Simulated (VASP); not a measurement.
# C (P6_3/mmc) in VASP: settings compared, part 2 of 2

VASP 6.6.1. Earlier steps stand in the parts before.

## Step 4: Single point, PBEsol+D4

This run uses another cell than the first one, of 5.58 Å³/atom.

INCAR reads:

```
ALGO = Normal
EDIFF = 1E-7
ENCUT = 520
GGA = PS
ISIF = 2
ISMEAR = -1
IVDW = 13
LASPH = T
LCHARG = F
LREAL = F
LWAVE = F
NBANDS = 36
NELM = 60
PREC = Accurate
SIGMA = 0.05
```

KPOINTS reads:

```
k-points
0
Gamma
  12 12 3
```

POSCAR reads:

```
C
1.0
    2.5021337947      0.0000000000      0.0000000000
   -1.2510668973      2.1669114299      0.0000000000
    0.0000000000      0.0000000000     12.3405210921
C
12
Direct
    0.6666666667      0.3333333333      0.3549243465
    0.3333333333      0.6666666667      0.8549243465
    0.6666666667      0.3333333333      0.1450756535
    0.3333333333      0.6666666667      0.6450756535
    0.6666666667      0.3333333333      0.4792298772
    0.3333333333      0.6666666667      0.9792298772
    0.6666666667      0.3333333333      0.0207701228
    0.3333333333      0.6666666667      0.5207701228
    0.0000000000      0.0000000000      0.8131298786
    0.0000000000      0.0000000000      0.3131298786
    0.0000000000      0.0000000000      0.6868701214
    0.0000000000      0.0000000000      0.1868701214
```

Potentials or basis: VASP PAW PBE potentials, release 64 (C).

Started as:

```sh
$ cat potpaw_PBE.64/C/POTCAR > POTCAR
$ mpirun -np 1 vasp_std > vasp.out
```

OUTCAR:

```text
EDIFF = 1E-7
   ENCUT = 520
   GGA = PS
   ISIF = 2
   ISMEAR = -1
   IVDW = 13
   LASPH = T
   LREAL = F
   NELM = 60
   PREC = Accurate

 ion  position               nearest neighbor table
   1  0.667  0.333  0.355-  10 1.53  10 1.53  10 1.53   5 1.53
   2  0.333  0.667  0.855-   9 1.53   9 1.53   9 1.53   6 1.53
   3  0.667  0.333  0.145-  12 1.53  12 1.53  12 1.53   7 1.53
   4  0.333  0.667  0.645-  11 1.53  11 1.53  11 1.53   8 1.53
   5  0.667  0.333  0.479-   8 1.53   8 1.53   8 1.53   1 1.53
   6  0.333  0.667  0.979-   7 1.53   7 1.53   7 1.53   2 1.53
   7  0.667  0.333  0.021-   6 1.53   6 1.53   6 1.53   3 1.53
   8  0.333  0.667  0.521-   5 1.53   5 1.53   5 1.53   4 1.53
   9  0.000  0.000  0.813-   2 1.53   2 1.53   2 1.53  11 1.56
  10  0.000  0.000  0.313-   1 1.53   1 1.53   1 1.53  12 1.56
  11  0.000  0.000  0.687-   4 1.53   4 1.53   4 1.53   9 1.56
  12  0.000  0.000  0.187-   3 1.53   3 1.53   3 1.53  10 1.56

  LATTYP: Found a hexagonal cell.
 ALAT       =     2.5021337947
 C/A-ratio  =     4.9319988876

  Lattice vectors:

 A1 = (   2.5021337947,   0.0000000000,   0.0000000000)
 A2 = (  -1.2510668973,   2.1669114299,   0.0000000000)
 A3 = (   0.0000000000,   0.0000000000,  12.3405210921)

Analysis of symmetry for initial positions (statically):
=====================================================================
 Subroutine PRICEL returns:
 Original cell was already a primitive cell.

 Routine SETGRP: Setting up the symmetry group for a
 hexagonal supercell.

 Subroutine GETGRP returns: Found 24 space group operations
 (whereof 12 operations were pure point group operations)
 out of a pool of 24 trial point group operations.

The static configuration has the point symmetry D_3d.
 The point group associated with its full space group is D_6h.

Analysis of symmetry for dynamics (positions and initial velocities):
[... 160 lines left out ...]
   IVDW    =    13    specifies the selected vdW correction
   LEPSILON=     F    determine dielectric tensor
   LRPA    =     F    only Hartree local field effects (RPA)
 non-spin polarized calculation
  energy-cutoff  :      520.00
  volume of cell :       66.91
 maximum number of plane-waves:      1821
 NGX is ok and might be reduce to    20
   NGX =  9   NGY =  9   NGZ = 45

 number of electron      47.9999997 magnetization

 Free energy of the ion-electron system (eV)
  ---------------------------------------------------
  ext. energy  EPLUGINS =         0.00000000
  ---------------------------------------------------
  free energy    TOTEN  =      -115.42527394 eV

  energy without entropy =     -115.42527394  energy(sigma->0) =     -115.42527394

 E-fermi :  10.9869     XC(G=0): -13.5158

 val. band max:       10.0524604843   @ k =   0.0000   0.0000   0.0000
 cond. band min:      14.4279846862   @ k =   0.3333   0.0000   0.0000
 fundamental gap:      4.3755242019
 Fermi energy:        10.9868669761

 k-point     1 :       0.0000    0.0000    0.0000
  band No.  band energies     occupation
      1     -11.8049      2.00000
      2     -11.0719      2.00000
      3     -10.9935      2.00000
      4      -8.7963      2.00000
      5      -8.7337      2.00000
      6      -5.9468      2.00000
[... 925 lines left out ...]
     35      19.1925      0.00000
     36      19.8769      0.00000

 [... further k-points ...]

------------------------ aborting loop because EDIFF is reached ----------------------------------------

  DFT-D4 for vdW energy calculation

  Edisp (eV):   -1.44873

  FORCE on cell =-STRESS in cart. coord.  units (eV):
  Direction    XX          YY          ZZ          XY          YZ          ZX
  --------------------------------------------------------------------------------------
  -------------------------------------------------------------------------------------
  Total       0.47692     0.47692     0.45533     0.00000    -0.00000    -0.00000
  in kB      11.42022    11.42022    10.90305     0.00000    -0.00000    -0.00000
  external pressure =       11.25 kB  Pullay stress =        0.00 kB

 VOLUME and BASIS-vectors are now :
 -----------------------------------------------------------------------------
  energy-cutoff  :      520.00
  volume of cell :       66.91
      direct lattice vectors                 reciprocal lattice vectors
     2.502133795  0.000000000  0.000000000     0.399658884  0.230743164  0.000000000
    -1.251066897  2.166911430  0.000000000     0.000000000  0.461486329  0.000000000
     0.000000000  0.000000000 12.340521092     0.000000000  0.000000000  0.081033855

 POSITION                                       TOTAL-FORCE (eV/Angst)
 -----------------------------------------------------------------------------------
      1.25107      0.72230      4.37995         0.000000      0.000000     -0.000423
     -0.00000      1.44461     10.55021         0.000000      0.000000     -0.000423
      1.25107      0.72230      1.79031         0.000000     -0.000000      0.000423
     -0.00000      1.44461      7.96057        -0.000000     -0.000000      0.000423
      1.25107      0.72230      5.91395        -0.000000      0.000000     -0.000587
     -0.00000      1.44461     12.08421        -0.000000     -0.000000     -0.000587
      1.25107      0.72230      0.25631        -0.000000      0.000000      0.000587
     -0.00000      1.44461      6.42657        -0.000000      0.000000      0.000587
      0.00000      0.00000     10.03445        -0.000000     -0.000000     -0.005382
      0.00000      0.00000      3.86419         0.000000     -0.000000     -0.005382
      0.00000      0.00000      8.47634         0.000000      0.000000      0.005382
      0.00000      0.00000      2.30607         0.000000      0.000000      0.005382
 -----------------------------------------------------------------------------------
    total drift:                               -0.000000      0.000000      0.000000

  FREE ENERGIE OF THE ION-ELECTRON SYSTEM (eV)
  ---------------------------------------------------
  free  energy   TOTEN  =      -116.8740051059 eV

  energy  without entropy=     -116.8740051059  energy(sigma->0) =     -116.87400511
```

OSZICAR:

```text
N       E                     dE             d eps       ncg     rms          rms(c)
DAV:   1     0.119379786471E+03    0.11938E+03   -0.25539E+04  2736   0.131E+03
DAV:   2    -0.110286249192E+03   -0.22967E+03   -0.21577E+03  3556   0.254E+02
DAV:   3    -0.119497294066E+03   -0.92110E+01   -0.91412E+01  3620   0.464E+01
DAV:   4    -0.119606146197E+03   -0.10885E+00   -0.10845E+00  3624   0.531E+00
DAV:   5    -0.119608640573E+03   -0.24944E-02   -0.24915E-02  3516   0.710E-01    0.140E+01
DAV:   6    -0.116501564253E+03    0.31071E+01   -0.20306E+00  3196   0.659E+00    0.824E+00
DAV:   7    -0.115428551486E+03    0.10730E+01   -0.25647E+00  3228   0.759E+00    0.158E+00
DAV:   8    -0.115425109737E+03    0.34417E-02   -0.74204E-02  3460   0.129E+00    0.728E-02
DAV:   9    -0.115425225155E+03   -0.11542E-03   -0.95310E-04  3628   0.179E-01    0.339E-02
DAV:  10    -0.115425260349E+03   -0.35194E-04   -0.66121E-05  3376   0.441E-02    0.176E-02
DAV:  11    -0.115425273189E+03   -0.12840E-04   -0.76649E-06  3448   0.168E-02    0.363E-03
DAV:  12    -0.115425274014E+03   -0.82498E-06   -0.77843E-07  3568   0.512E-03    0.688E-04
DAV:  13    -0.115425273941E+03    0.73319E-07   -0.26880E-08  2324   0.985E-04
   1 F= -.11687401E+03 E0= -.11687401E+03  d E =-.801648E-10
```

stdout:

```text
POSCAR found type information on POSCAR C
 POSCAR found :  1 types and      12 ions
 scaLAPACK will be used
 -----------------------------------------------------------------------------
|                                                                             |
|                                                                             |
|     You enforced a specific xc type in the INCAR file but a different       |
|     I HOPE YOU KNOW WHAT YOU ARE DOING!                                     |
|                                                                             |
 -----------------------------------------------------------------------------

 LDA part: xc-table for (Slater+PW92), standard interpolation
 POSCAR, INCAR and KPOINTS ok, starting setup
 FFT: planning ... GRIDC
 FFT: planning ... GRID_SOFT
 FFT: planning ... GRID
 WAVECAR not read
 entering main loop
```

It took 46 s on 1 thread of Intel Xeon 6975P-C (Granite Rapids), shared host; peak memory 0.2 GiB.

Results:

| Property | Result |
| --- | --- |
| Free energy | -116.8740 eV |
| Pressure | 1.1 GPa |
| Largest force | 0.005 eV/Å |
| Band gap on the k mesh | 4.38 eV (least direct gap 5.37 eV) |
| Dispersion energy per atom | -0.121 eV |

Forces on the atoms (eV/Å):
```
C    0.000  0.000  0.000
C    0.000  0.000  0.000
C    0.000  0.000  0.000
C    0.000  0.000  0.000
C    0.000  0.000 -0.001
C    0.000  0.000 -0.001
C    0.000  0.000  0.001
C    0.000  0.000  0.001
C    0.000  0.000 -0.005
C    0.000  0.000 -0.005
C    0.000  0.000  0.005
C    0.000  0.000  0.005
```

Levels at points of the mesh, in eV from the valence-band top:
```tsv
k point	band 21	band 22	band 23	band 24	band 25	band 26	band 27	band 28
(0.00, 0.00, 0.00)	-1.00	-0.16	0.00	0.00	5.37	5.37	5.50	6.48
(0.50, 0.00, 0.00)	-4.17	-4.12	-3.71	-2.97	4.51	5.12	5.17	5.50
```

Caveat: the PAW data sets were made with another functional, which shifts forces and pressure a little; an odd mesh through Γ misses points on the zone boundary, where band edges can lie. A hybrid or GW would open this gap; PBEsol tends to underestimate it.

## Step 5: Relaxation of cell and atoms, PBEsol+D3(BJ)

INCAR reads:

```
PREC = Accurate
ENCUT = 600
EDIFF = 1E-7
ISMEAR = -1
SIGMA = 0.05
LREAL = F
LASPH = T
NELM = 60
ALGO = Normal
ISIF = 3
LWAVE = F
LCHARG = F
GGA = PS
IVDW = 12
IBRION = 2
NSW = 60
EDIFFG = -0.01
```

KPOINTS reads:

```
Automatic mesh
0
Gamma
  12 12 3
```

POSCAR reads:

```
C
1.0
    2.5221000000      0.0000000000      0.0000000000
   -1.2610500000      2.1842026709      0.0000000000
    0.0000000000      0.0000000000     12.3557000000
C
12
Direct
    0.6666666667      0.3333333333      0.3541700000
    0.3333333333      0.6666666667      0.8541700000
    0.6666666667      0.3333333333      0.1458300000
    0.3333333333      0.6666666667      0.6458300000
    0.6666666667      0.3333333333      0.4791700000
    0.3333333333      0.6666666667      0.9791700000
    0.6666666667      0.3333333333      0.0208300000
    0.3333333333      0.6666666667      0.5208300000
    0.0000000000      0.0000000000      0.8125000000
    0.0000000000      0.0000000000      0.3125000000
    0.0000000000      0.0000000000      0.6875000000
    0.0000000000      0.0000000000      0.1875000000
```

Started as:

```sh
$ cat potpaw_PBE.64/C/POTCAR > POTCAR
$ mpirun -np 1 vasp_std > vasp.out
```

It took 3.1 min on 1 thread of Intel Xeon 6975P-C (Granite Rapids), shared host; peak memory 0.26 GiB.

The run converged. Its results:

```
Free energy                           : -117.0404 eV
Relaxed volume                        : 5.57 Å³/atom
Relaxed cell                          : a = 2.502 Å, b = 2.502 Å, c = 12.338 Å, α = 90.00°, β = 90.00°, γ = 120.00°
Space group after relaxing (to 0.1 Å) : P6_3/mmc (No. 194)
Energy gained by relaxing             : 4.0 meV/atom
Ionic steps                           : 8
Pressure after relaxing               : 0.0 GPa
Band gap on the k mesh                : 4.38 eV (least direct gap 5.37 eV)
Dispersion energy per atom            : -0.132 eV
```

Step by step:
```tsv
step	energy change (eV)	largest force (eV/Å)	pressure (GPa)	volume (Å³)
1	0.0000	0.3394	-7.81	68.06
2	0.0216	0.4806	10.84	65.37
3	-0.0478	0.1108	0.23	66.83
4	-0.0478	0.1068	0.40	66.80
5	-0.0467	0.1491	0.12	66.84
6	-0.0485	0.0284	0.29	66.82
7	-0.0485	0.0190	-0.24	66.90
8	-0.0486	0.0015	-0.01	66.86
```

Final structure:
```yaml
crystal:
  lattice:
    - [2.50154, 0.00000, 0.00000]
    - [-1.25077, 2.16640, 0.00000]
    - [0.00000, 0.00000, 12.33797]
  atoms:
    - { symbol: C, position: [0.66667, 0.33333, 0.35492] }
    - { symbol: C, position: [0.33333, 0.66667, 0.85492] }
    - { symbol: C, position: [0.66667, 0.33333, 0.14508] }
    - { symbol: C, position: [0.33333, 0.66667, 0.64508] }
    - { symbol: C, position: [0.66667, 0.33333, 0.47923] }
    - { symbol: C, position: [0.33333, 0.66667, 0.97923] }
    - { symbol: C, position: [0.66667, 0.33333, 0.02077] }
    - { symbol: C, position: [0.33333, 0.66667, 0.52077] }
    - { symbol: C, position: [0.00000, 0.00000, 0.81312] }
    - { symbol: C, position: [0.00000, 0.00000, 0.31312] }
    - { symbol: C, position: [0.00000, 0.00000, 0.68688] }
    - { symbol: C, position: [0.00000, 0.00000, 0.18688] }
```

Levels at points of the mesh, in eV from the valence-band top:
```csv
k point,band 21,band 22,band 23,band 24,band 25,band 26,band 27,band 28
"(0.00, 0.00, 0.00)",-1.00,-0.16,0.00,0.00,5.37,5.37,5.50,6.48
"(0.50, 0.00, 0.00)",-4.17,-4.12,-3.71,-2.97,4.52,5.12,5.17,5.50
```

Caveat: the PAW data sets were made with another functional, which shifts forces and pressure a little; an odd mesh through Γ misses points on the zone boundary, where band edges can lie. Expect the measured gap to be larger: semilocal functionals such as PBEsol lack the derivative discontinuity.

## Step 6: Relaxation of cell and atoms, PBEsol+D4

INCAR reads:

```
ALGO = Normal ; EDIFF = 1E-6
EDIFFG = -0.01 ; ENCUT = 600
GGA = PS ; IBRION = 2
ISIF = 3 ; ISMEAR = -1
IVDW = 13 ; LASPH = True
LCHARG = False ; LREAL = False
LWAVE = False ; NELM = 80
NSW = 60 ; PREC = Accurate
SIGMA = 0.05
```

KPOINTS reads:

```
k-points
0
Gamma
  12 12 3
```

POSCAR is that of step 5.

Potentials or basis: VASP PAW PBE potentials, release 64 (C).

Started as:

```sh
$ cat potpaw_PBE.64/C/POTCAR > POTCAR
$ mpirun -np 1 vasp_std > vasp.out
```

It took 3.2 min on 1 thread of Intel Xeon 6975P-C (Granite Rapids), shared host; peak memory 0.22 GiB.

The run converged. Its results:

| Quantity | Value |
| --- | --- |
| Free energy | -116.9068 eV |
| Relaxed volume | 5.58 Å³/atom |
| Relaxed cell | a = 2.503 Å, b = 2.503 Å, c = 12.345 Å, α = 90.00°, β = 90.00°, γ = 120.00° |
| Space group after relaxing (to 0.1 Å) | P6_3/mmc (No. 194) |
| Energy gained by relaxing | 3.6 meV/atom |
| Ionic steps | 8 |
| Pressure after relaxing | 0.0 GPa |
| Band gap on the k mesh | 4.37 eV (least direct gap 5.37 eV) |
| Dispersion energy per atom | -0.121 eV |

The path:
| step | energy change (eV) | largest force (eV/Å) | pressure (GPa) | volume (Å³) |
| --- | --- | --- | --- | --- |
| 1 | 0.0000 | 0.3394 | -7.12 | 68.06 |
| 2 | 0.0182 | 0.4718 | 9.85 | 65.61 |
| 3 | -0.0427 | 0.1089 | 0.25 | 66.93 |
| 4 | -0.0427 | 0.1048 | 0.40 | 66.91 |
| 5 | -0.0416 | 0.1483 | 0.10 | 66.95 |
| 6 | -0.0434 | 0.0271 | 0.29 | 66.93 |
| 7 | -0.0434 | 0.0185 | -0.24 | 67.01 |
| 8 | -0.0435 | 0.0020 | -0.01 | 66.97 |

Final structure:
```
C
1.0
     2.50288    0.00000    0.00000
    -1.25144    2.16755    0.00000
     0.00000    0.00000   12.34453
C
12
Direct
  0.66667 0.33333 0.35492
  0.33333 0.66667 0.85492
  0.66667 0.33333 0.14508
  0.33333 0.66667 0.64508
  0.66667 0.33333 0.47923
  0.33333 0.66667 0.97923
  0.66667 0.33333 0.02077
  0.33333 0.66667 0.52077
  0.00000 0.00000 0.81312
  0.00000 0.00000 0.31312
  0.00000 0.00000 0.68688
  0.00000 0.00000 0.18688
```

Levels at points of the mesh, in eV from the valence-band top:
| k point | band 22 | band 23 | band 24 | band 25 | band 26 | band 27 |
| --- | --- | --- | --- | --- | --- | --- |
| (0.00, 0.00, 0.00) | -0.16 | 0.00 | 0.00 | 5.37 | 5.37 | 5.50 |
| (0.50, 0.00, 0.00) | -4.12 | -3.70 | -2.97 | 4.51 | 5.12 | 5.17 |

Caveat: the PAW data sets were made with another functional, which shifts forces and pressure a little; an odd mesh through Γ misses points on the zone boundary, where band edges can lie.

## Step 7: The runs side by side

| task | level | cell | cutoff (eV) | gap on the mesh (eV) | pressure (GPa) | relaxed volume (Å³/atom) | largest force (eV/Å) |
| --- | --- | --- | --- | --- | --- | --- | --- |
| single point | r2SCAN | a = 2.522, b = 2.522, c = 12.356 Å, angles 90.0, 90.0, 120.0°, 12 atoms, atomic positions A | 520 | 4.57 | -1.0 | - | 0.34 |
| single point | PBEsol+D3(BJ) | a = 2.501, b = 2.501, c = 12.334 Å, angles 90.0, 90.0, 120.0°, 12 atoms, atomic positions B | 520 | 4.38 | 1.1 | - | 0.01 |
| single point | PBEsol+D4 | a = 2.502, b = 2.502, c = 12.341 Å, angles 90.0, 90.0, 120.0°, 12 atoms, atomic positions B | 520 | 4.38 | 1.1 | - | 0.01 |
| relaxation of cell and atoms | PBEsol+D3(BJ) | relaxed from a = 2.522, b = 2.522, c = 12.356 Å, angles 90.0, 90.0, 120.0°, 12 atoms, atomic positions A | 600 | 4.38 | 0.0 | 5.57 | - |
| relaxation of cell and atoms | PBEsol+D4 | relaxed from a = 2.522, b = 2.522, c = 12.356 Å, angles 90.0, 90.0, 120.0°, 12 atoms, atomic positions A | 600 | 4.37 | 0.0 | 5.58 | - |

Alike in all rows: potentials or basis VASP PAW PBE potentials, release 64 (C); no spin polarisation; k mesh 12 × 12 × 3; smearing fermi-dirac 0.05 eV.

Caveats: the PAW data sets were made with another functional, which shifts forces and pressure a little; an odd mesh through Γ misses points on the zone boundary, where band edges can lie.

Absolute energies hang on the potentials; compare differences alone.
